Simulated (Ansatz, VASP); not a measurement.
# Au: VASP beside Ansatz

```xyz
1
Lattice="0.0000 2.0590 2.0590 2.0590 0.0000 2.0590 2.0590 2.0590 0.0000" Properties=species:S:1:pos:R:3 pbc="T T T"
Au    0.0000    0.0000    0.0000
```

Change from the starting cell: volume scaled by 1.02, PAW files.

Alike in both runs: task electric field gradients; functional PBE; k mesh 14 × 14 × 14; occupations fermi-dirac, width 0.08 eV; no spin polarisation.

|  | VASP | Ansatz |
| --- | --- | --- |
| version | VASP 6.6.1 | Ansatz 0.2.0 |
| potentials or method | VASP PAW PBE potentials, release 64 (Au) | PAW with Ansatz's default frozen-core files, scalar-relativistic |
| plane-wave cutoff (eV) | 520 | 420 |
| valence electrons in the cell | 11 | 19 |

```csv
,VASP,Ansatz,Ansatz less VASP
pressure (GPa),4.1,4.4,+0.28
```

With one functional, cell and mesh, what is left measures potentials, basis and numerics. VASP's potentials hold 11 valence electrons a cell and Ansatz's 19, so a difference there can come from the potentials and not from the codes.

Spin-orbit coupling is off throughout.
